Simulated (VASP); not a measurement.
Write the native input for VASP 6.6.1 that does the following.

* Task: single point
* Functional: LDA
* Potentials or basis: VASP PAW LDA potentials, release 64 (Ti_sv)
* Cutoff: 520 eV
* k mesh: 22 × 22 × 22
* Occupations: gaussian, width 0.15 eV
* Spin: no spin polarisation
* Dipole correction: no
* Further INCAR settings: ALGO = Fast; EDIFF = 1e-06; NBANDS = 12

The structure of Ti lies in POSCAR:

```
Ti
1.0
    0.0000000000      2.2706367723      1.4286846572
    2.2706367723      0.0000000000      1.4286846572
    2.2706367723      2.2706367723      0.0000000000
Ti
1
Direct
    0.0000000000      0.0000000000      0.0000000000
```

This cell differs from its parent crystal: volume 14.732 Å^3 an atom, c/a of the conventional cell 0.6292.

The input as run:

INCAR

```
SYSTEM = Ti
PREC     = Accurate       ! precision mode
ENCUT    = 520            ! plane-wave cutoff, eV
EDIFF    = 1E-6           ! SCF threshold, eV
ISMEAR   = 0              ! smearing method
SIGMA    = 0.15           ! smearing width, eV
LREAL    = .False.        ! projectors in reciprocal space
LASPH    = .True.         ! aspherical terms in the spheres
NELM     = 80             ! most SCF steps
ALGO     = Fast           ! electronic algorithm
ISIF     = 2              ! what is computed and relaxed
LWAVE    = .False.        ! write WAVECAR
LCHARG   = .False.        ! write CHGCAR
NBANDS   = 12             ! bands
```

KPOINTS

```
Automatic mesh
0
Gamma
  22 22 22
  0 0 0
```

Potentials or basis: VASP PAW LDA potentials, release 64 (Ti_sv).

Command:

```console
$ cat potpaw_LDA.64/Ti_sv/POTCAR > POTCAR
$ mpirun -np 1 vasp_std > vasp.out
```

Results of the run:

```
Pressure               : 9.8 GPa
Band gap on the k mesh : zero (band 6 reaches 10.67 eV, above the bottom of band 7 at 9.02 eV)
```

Wall time 2.7 min on 1 thread of Intel(R) Xeon(R) Platinum 8488C (Sapphire Rapids), on a shared host, peak memory 0.24 GiB.
